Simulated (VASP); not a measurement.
A run of VASP 6.6.1 is set up as follows.

INCAR

```
SYSTEM = Nd3Si2I
  ALGO = Normal
  EDIFF = 1E-6
  ENCUT = 500
  GGA = PE
  GGA_COMPAT = .False.
  ISIF = 2
  ISMEAR = 0
  LASPH = .True.
  LCHARG = .False.
  LMAXMIX = 6
  LREAL = .False.
  LWAVE = .False.
  NBANDS = 33
  NELM = 200
  PREC = Accurate
  SIGMA = 0.15
```

Contents of KPOINTS:

```
k-points
0
Gamma
  2 2 2
  0 0 0
```

The input POSCAR:

```
Nd3Si2I
1.0
    3.3559580036      1.9375632548      4.8470362642
   -3.3559580036      1.9375632548      4.8470362642
    0.0000000000     -3.8751265156      4.8470362617
Nd Si I
3 2 1
Direct
    0.8361167471      0.3274362488      0.8361167471
    0.8361167471      0.8361167471      0.3274362488
    0.3274362488      0.8361167471      0.8361167471
    0.1705929498      0.1705929498      0.1705929498
    0.3340075758      0.3340075758      0.3340075758
    0.8305636313      0.8305636313      0.8305636313
```

Potentials or basis: VASP PAW PBE potentials, release 64 (Nd_3, Si, I), 4f in core.

Launch:

```bash
$ cat potpaw_PBE.64/Nd_3/POTCAR potpaw_PBE.64/Si/POTCAR potpaw_PBE.64/I/POTCAR > POTCAR
$ mpirun -np 1 vasp_std > vasp.out
```

Question: Estimate the pressure.

Answer: 0.5 GPa.

Question: Predict the band gap on the k mesh.

Answer: Zero (bands 24 and 25 overlap by 0.37 eV).

Question: What does it give for the largest force?

Answer: 0.051 eV/Å.

Forces on the atoms (eV/Å):
```
Nd   0.044 -0.025 -0.003
Nd   0.000  0.051 -0.003
Nd  -0.044 -0.025 -0.003
Si   0.000  0.000 -0.005
Si   0.000  0.000 -0.015
I    0.000  0.000  0.030
```

Caveat: the k points lie up to 0.58 Å⁻¹ apart; spin-orbit coupling is left out, which moves the levels of the heavy elements; the 4f electrons are frozen in the core, so they carry no moment and show no levels; the run has no spin polarisation, though such a crystal can be magnetic. Spin polarisation is off, so any magnetic state and its effect on volume and gap are missing.
